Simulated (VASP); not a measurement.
Au:

```
Au
1.0
     2.65000    0.00000    0.00000
     0.00000    2.65000    0.00000
     0.00000    0.00000    2.65000
Au
1
Direct
  0.00000 0.00000 0.00000
```

This isn't the form of Au at room conditions, which is fcc.

```yaml
Program: VASP 6.6.1
Task: relaxation of cell and atoms
Functional: PBEsol
Potentials_or_basis: VASP PAW PBE potentials, release 64 (Au)
Cutoff: 500 eV
k_mesh: 8 × 8 × 8
Occupations: fermi-dirac, width 0.1 eV
Spin: no spin polarisation
```

At the start: pressure 7.2 GPa; volume 18.61 Å³/atom.

Q: Where does the relaxation end?

A: Over 4 steps the energy falls by 20.6 meV/atom and the volume is 19.57 Å³/atom (+5.2 %); space group Pm-3m (No. 221, to 0.1 Å) before and after.

The path:
```
step  energy change (eV)  largest force (eV/Å)  pressure (GPa)  volume (Å³)
   1              0.0000                0.0000            7.17        18.61
   2              0.0123                0.0000           -7.19        20.94
   3             -0.0206                0.0000           -0.09        19.59
   4             -0.0206                0.0000            0.04        19.57
```

Final structure:
```
CELL_PARAMETERS angstrom
2.69480 0.00000 0.00000
0.00000 2.69480 0.00000
0.00000 0.00000 2.69480
ATOMIC_POSITIONS crystal
Au 0.00000 0.00000 0.00000
```

Caveat: the PAW data sets were made with another functional, which shifts forces and pressure a little.
